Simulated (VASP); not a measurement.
# La3LuAs4 (I4/mmm) in VASP: single point with PBEsol

Aim: the single point of La3LuAs4 with PBEsol.

All numbers are computed with VASP 6.6.1; they aren't measurements. Logs are shortened: lines on timing, memory, paths and dates and some standing lists are left out, and cuts for length are marked.

**1. The cell of the first run**

The structure is tetragonal, space group I4/mmm (No. 139). Conventional cell: a = 6.007 Å, b = 6.007 Å, c = 11.971 Å, α = 90.00°, β = 90.00°, γ = 90.00°. La (site symmetry 4/mmm) has 6 As at 3.00 to 3.10 Å within 4.0 Å. Within 3.9 Å of La (site symmetry -4m2) lie 6 As at 2.99 to 3.01 Å. Within 3.8 Å of Lu (site symmetry 4/mmm) lie 6 As at 2.89 to 3.00 Å. As (site symmetry mmm) has 4 La at 2.99 to 3.00 Å and 2 Lu at 3.00 Å within 3.9 Å. As (site symmetry 4mm) has 1 Lu at 2.89 Å and 5 La at 3.01 to 3.10 Å within 3.8 Å.

**2. Single point, PBEsol**

INCAR reads:

```
SYSTEM = La3LuAs4
PREC     = Accurate       ! precision mode
ENCUT    = 520            ! plane-wave cutoff, eV
EDIFF    = 1E-6           ! SCF threshold, eV
ISMEAR   = -1             ! smearing method
SIGMA    = 0.03           ! smearing width, eV
LREAL    = .False.        ! projectors in reciprocal space
LASPH    = .True.         ! aspherical terms in the spheres
NELM     = 100            ! most SCF steps
ALGO     = Normal         ! electronic algorithm
ISIF     = 2              ! what is computed and relaxed
LWAVE    = .False.        ! write WAVECAR
LCHARG   = .False.        ! write CHGCAR
GGA      = PS             ! functional
NBANDS   = 49             ! bands
```

KPOINTS reads:

```
regular mesh
0
Gamma
  6 6 6
  0 0 0
```

POSCAR reads:

```
La3LuAs4
1.0
   -3.0033217243      3.0033217243      5.9853940338
    3.0033217243     -3.0033217243      5.9853940338
    3.0033217243      3.0033217243     -5.9853940338
La Lu As
3 1 4
Direct
    0.5000000000      0.5000000000      0.0000000000
    0.2500000000      0.7500000000      0.5000000000
    0.7500000000      0.2500000000      0.5000000000
    0.0000000000      0.0000000000      0.0000000000
    0.0000000000      0.5000000000      0.5000000000
    0.7588288801      0.7588288801      0.0000000000
    0.5000000000      0.0000000000      0.5000000000
    0.2411711199      0.2411711199      0.0000000000
```

Potentials or basis: VASP PAW PBE potentials, release 64 (La, Lu, As).

The run is started by

```console
cat potpaw_PBE.64/La/POTCAR potpaw_PBE.64/Lu/POTCAR potpaw_PBE.64/As/POTCAR > POTCAR
mpirun -np 1 vasp_std > vasp.out
```

OUTCAR:

```text
SYSTEM = La3LuAs4
   PREC = Accurate
   ENCUT = 520
   EDIFF = 1E-6
   ISMEAR = -1
   LREAL = .False.
   LASPH = .True.
   NELM = 100
   ISIF = 2
   GGA = PS

 ion  position               nearest neighbor table
   1  0.500  0.500  0.000-   5 3.00   7 3.00   7 3.00   5 3.00   6 3.10   8 3.10
   2  0.250  0.750  0.500-   5 2.99   7 2.99   6 3.01   8 3.01   6 3.01   8 3.01
   3  0.750  0.250  0.500-   5 2.99   7 2.99   6 3.01   8 3.01   6 3.01   8 3.01
   4  0.000  0.000  0.000-   6 2.89   8 2.89   7 3.00   5 3.00   5 3.00   7 3.00
   5  0.000  0.500  0.500-   2 2.99   3 2.99   1 3.00   4 3.00   4 3.00   1 3.00
   6  0.759  0.759  0.000-   4 2.89   3 3.01   2 3.01   3 3.01   2 3.01   1 3.10
   7  0.500  0.000  0.500-   2 2.99   3 2.99   1 3.00   4 3.00   1 3.00   4 3.00
   8  0.241  0.241  0.000-   4 2.89   2 3.01   3 3.01   2 3.01   3 3.01   1 3.10

  LATTYP: Found a body centered tetragonal cell.
 ALAT       =     6.0066434486
 C/A-ratio  =     1.9929246958

  Lattice vectors:

 A1 = (  -3.0033217243,   3.0033217243,   5.9853940338)
 A2 = (   3.0033217243,  -3.0033217243,   5.9853940338)
 A3 = (   3.0033217243,   3.0033217243,  -5.9853940338)

Analysis of symmetry for initial positions (statically):
=====================================================================
 Subroutine PRICEL returns:
 Original cell was already a primitive cell.

 Routine SETGRP: Setting up the symmetry group for a
 body centered tetragonal supercell.

 Subroutine GETGRP returns: Found 16 space group operations
 (whereof 16 operations were pure point group operations)
 out of a pool of 16 trial point group operations.

The static configuration has the point symmetry D_4h.

Analysis of symmetry for dynamics (positions and initial velocities):
=====================================================================
 Subroutine PRICEL returns:
 Original cell was already a primitive cell.

 Routine SETGRP: Setting up the symmetry group for a
 body centered tetragonal supercell.

 Subroutine GETGRP returns: Found 16 space group operations
 (whereof 16 operations were pure point group operations)
 out of a pool of 16 trial point group operations.

The dynamic configuration has the point symmetry D_4h.

 Subroutine INISYM returns: Found 16 space group operations
 (whereof 16 operations are pure point group operations),
 and found     1 'primitive' translations

----------------------------------------------------------------------------------------

                                     Primitive cell

  volume of cell :     215.9516

  direct lattice vectors                    reciprocal lattice vectors
    -3.003321724  3.003321724  5.985394034     0.000000000  0.166482331  0.083536689
     3.003321724 -3.003321724  5.985394034     0.166482331  0.000000000  0.083536689
     3.003321724  3.003321724 -5.985394034     0.166482331  0.166482331  0.000000000

  length of vectors
     7.339265937  7.339265937  7.339265937     0.186265254  0.186265254  0.235441570

  position of ions in fractional coordinates (direct lattice)
     0.500000000  0.500000000  0.000000000
     0.250000000  0.750000000  0.500000000
     0.750000000  0.250000000  0.500000000
     0.000000000  0.000000000  0.000000000
     0.000000000  0.500000000  0.500000000
     0.758828880  0.758828880  0.000000000
     0.500000000  0.000000000  0.500000000
     0.241171120  0.241171120  0.000000000

  ion indices of the primitive-cell ions
   primitive index   ion index
                 1           1
                 2           2
                 3           3
                 4           4
                 5           5
                 6           6
                 7           7
                 8           8

----------------------------------------------------------------------------------------

 KPOINTS: regular mesh

Automatic generation of k-mesh.
 Grid dimensions read from file:
 generate k-points for:    6    6    6

 Generating k-lattice:

  Cartesian coordinates                     Fractional coordinates (reciprocal lattice)
     0.000000000  0.027747055  0.013922782     0.166666667  0.000000000 -0.000000000
     0.027747055  0.000000000  0.013922782     0.000000000  0.166666667 -0.000000000
     0.027747055  0.027747055  0.000000000     0.000000000  0.000000000  0.166666667

  Length of vectors
     0.031044209  0.031044209  0.039240262

  Shift w.r.t. Gamma in fractional coordinates (k-lattice)
     0.000000000  0.000000000  0.000000000

 Subroutine IBZKPT returns following result:
 ===========================================

 Found     30 irreducible k-points:

 Following reciprocal coordinates:
            Coordinates               Weight
  0.000000  0.000000  0.000000      1.000000
  0.166667 -0.000000  0.000000      8.000000
  0.333333 -0.000000  0.000000      8.000000
  0.500000 -0.000000  0.000000      4.000000
  0.166667  0.166667  0.000000      8.000000
  0.333333  0.166667  0.000000     16.000000
[... 16 lines left out ...]
 -0.333333 -0.333333  0.166667      8.000000
 -0.166667 -0.333333  0.166667      8.000000
 [... further k-points ...]
   k-points           NKPTS =     30   k-points in BZ     NKDIM =     30   number of bands    NBANDS=     49
   number of dos      NEDOS =    301   number of ions     NIONS =      8
   total plane-waves  NPLWV = 175616
   dimension x,y,z NGX =    56 NGY =   56 NGZ =   56
   dimension x,y,z NGXF=   112 NGYF=  112 NGZF=  112
   ions per type =               3   1   4
   NGX,Y,Z   is equivalent  to a cutoff of  12.68, 12.68, 12.68 a.u.
   NGXF,Y,Z  is equivalent  to a cutoff of  25.37, 25.37, 25.37 a.u.
 SYSTEM =  La3LuAs4
   PREC   = accura    normal or accurate (medium, high low for compatibility)
   ISTART =      0    job   : 0-new  1-cont  2-samecut
   ICHARG =      2    charge: 1-file 2-atom 10-const
   ISPIN  =      1    spin polarized calculation?
   LNONCOLLINEAR =      F non collinear calculations
   LSORBIT =      F    spin-orbit coupling
   LASPH  =      T    aspherical Exc in radial PAW
   ENCUT  =  520.0 eV  38.22 Ry    6.18 a.u.  13.65 13.65 13.65*2*pi/ulx,y,z
   NELM   =    100;   NELMIN=  2; NELMDL= -5     # of ELM steps
   EDIFF  = 0.1E-05   stopping-criterion for ELM
   LREAL  =      F    real-space projection
   EDIFFG = 0.1E-04   stopping-criterion for IOM
   NSW    =      0    number of steps for IOM
   IBRION =     -1    ionic relax: 0-MD 1-quasi-New 2-CG
   NFREE  =      0    steps in history (QN), initial steepest desc. (CG)
   ISIF   =      2    stress and relaxation
   ISYM   =      2    0-nonsym 1-usesym 2-fastsym
   POTIM  = 0.5000    time-step for ionic-motion
   TEBEG  =    0.0;   TEEND  =   0.0 temperature during run
   PSTRESS=    0.0 pullay stress
   NELECT =      78.0000    total number of electrons
   NUPDOWN=      -1.0000    fix difference up-down
   EMIN   =  10.00;   EMAX   =-10.00  energy-range for DOS
   EFERMI =   0.00;   METHOD = LEGACY
   ISMEAR =    -1;   SIGMA  =   0.03  broadening in eV -4-tet -1-fermi 0-gaus
   EFERMI_NEDOS =   21; number of points for ismear=-14 and -15
   IALGO  =     38    algorithm
   IMIX   =      4    mixing-type and parameters
     AMIX     =   0.40;   BMIX     =  1.00
     AMIX_MAG =   1.60;   BMIX_MAG =  1.00
  volume/ion in A,a.u.               =      26.99       182.16
  Fermi-wavevector in a.u.,A,eV,Ry     =   1.165881  2.203196 18.494106  1.359278
  Thomas-Fermi vector in A             =   2.302401
   LORBIT       =      0    0 simple, 1 ext, 2 COOP (PROOUT), +10 PAW based schemes
   GGA     = PS    functional components
   LHFCALC =     F    Hartree Fock is set to
   AEXX    =    0.0000 exact exchange contribution
   IVDW    =     0    specifies the selected vdW correction
   LEPSILON=     F    determine dielectric tensor
   LRPA    =     F    only Hartree local field effects (RPA)
 non-spin polarized calculation
  energy-cutoff  :      520.00
  volume of cell :      215.95
 maximum number of plane-waves:      5836
 NGX is ok and might be reduce to    56
   NGX = 27   NGY = 27   NGZ = 27

 number of electron      78.0000002 magnetization

 Free energy of the ion-electron system (eV)
  ---------------------------------------------------
  ext. energy  EPLUGINS =         0.00000000
  ---------------------------------------------------
  free energy    TOTEN  =       -53.22384489 eV

  energy without entropy =      -53.22047981  energy(sigma->0) =      -53.22216235

 E-fermi :   5.5623     XC(G=0): -10.1063

 val. band max:        5.5174194009   @ k =   0.1667  -0.0000   0.0000
 cond. band min:       5.5760872597   @ k =  -0.3333  -0.3333   0.3333
 fundamental gap:      0.0586678588
 Fermi energy:         5.5622683820

 k-point     1 :       0.0000    0.0000    0.0000
  band No.  band energies     occupation
      1     -50.5635      2.00000
      2     -26.3939      2.00000
      3     -26.2480      2.00000
      4     -26.2160      2.00000
      5     -21.2172      2.00000
      6     -21.2172      2.00000
[... 41 lines left out ...]
     48       8.1239      0.00000
     49       8.2155      0.00000

 k-point     2 :       0.1667   -0.0000    0.0000
  band No.  band energies     occupation
      1     -50.5635      2.00000
      2     -26.3930      2.00000
      3     -26.2465      2.00000
      4     -26.2184      2.00000
      5     -21.2174      2.00000
      6     -21.2172      2.00000
[... 41 lines left out ...]
     48       8.2158      0.00000
     49       8.3543      0.00000

 k-point     3 :       0.3333   -0.0000    0.0000
  band No.  band energies     occupation
      1     -50.5635      2.00000
      2     -26.3911      2.00000
      3     -26.2416      2.00000
      4     -26.2250      2.00000
      5     -21.2178      2.00000
      6     -21.2171      2.00000
[... 1081 lines left out ...]
     48       8.4186      0.00000
     49       8.4435      0.00000

 k-point    24 :      -0.1667   -0.3333    0.1667
  band No.  band energies     occupation
      1     -50.5635      2.00000
      2     -26.3913      2.00000
      3     -26.2482      2.00000
      4     -26.2185      2.00000
      5     -21.2174      2.00000
      6     -21.2172      2.00000
[... 41 lines left out ...]
     48       8.3802      0.00000
     49       8.4251      0.00000

 [... further k-points ...]
[... 5 lines left out ...]
  --------------------------------------------------------------------------------------
  -------------------------------------------------------------------------------------
  Total        0.1392681      0.1392681      0.1100816      0.0000000     -0.0000000      0.0000000
  in kB        1.0332506      1.0332506      0.8167115      0.0000000     -0.0000000      0.0000000
  external PRESSURE =       0.9610709 kB  Pullay stress =       0.0000000 kB

 VOLUME and BASIS-vectors are now :
 -----------------------------------------------------------------------------
  energy-cutoff  :      520.00
  volume of cell :      215.95
      direct lattice vectors                 reciprocal lattice vectors
    -3.003321724  3.003321724  5.985394034     0.000000000  0.166482331  0.083536689
     3.003321724 -3.003321724  5.985394034     0.166482331  0.000000000  0.083536689
     3.003321724  3.003321724 -5.985394034     0.166482331  0.166482331  0.000000000

 POSITION                                       TOTAL-FORCE (eV/Angst)
 -----------------------------------------------------------------------------------
      0.00000      0.00000      5.98539         0.000000      0.000000      0.000000
      3.00332      0.00000      2.99270         0.000000      0.000000     -0.000000
      0.00000      3.00332      2.99270         0.000000      0.000000     -0.000000
      0.00000      0.00000      0.00000         0.000000      0.000000      0.000000
      3.00332      0.00000      0.00000         0.000000      0.000000      0.000000
      0.00000      0.00000      9.08378        -0.000000     -0.000000     -0.015526
      0.00000      3.00332      0.00000         0.000000      0.000000      0.000000
      0.00000      0.00000      2.88701        -0.000000     -0.000000      0.015526
 -----------------------------------------------------------------------------------
    total drift:                               -0.000000     -0.000000     -0.000000

  FREE ENERGIE OF THE ION-ELECTRON SYSTEM (eV)
  ---------------------------------------------------
  free  energy   TOTEN  =       -53.2238448923 eV

  energy  without entropy=      -53.2204798052  energy(sigma->0) =      -53.22216235
```

It took 10 min on 1 thread of Oxide Virtual Turin-like, shared host; peak memory 0.62 GiB.

What came out:

| Property | Result |
| --- | --- |
| Free energy | -53.2238 eV |
| Pressure | 0.1 GPa |
| Largest force | 0.016 eV/Å |
| Band gap on the k mesh | zero (band 39 reaches 5.75 eV, above the bottom of band 40 at 5.41 eV) |

Forces in eV/Å, atoms in the order of the input:
```
La   0.000  0.000  0.000
La   0.000  0.000  0.000
La   0.000  0.000  0.000
Lu   0.000  0.000  0.000
As   0.000  0.000  0.000
As   0.000  0.000 -0.016
As   0.000  0.000  0.000
As   0.000  0.000  0.016
```

Caveat: the PAW data sets were made with another functional, which shifts forces and pressure a little; spin-orbit coupling is left out, which moves the levels of the heavy elements.
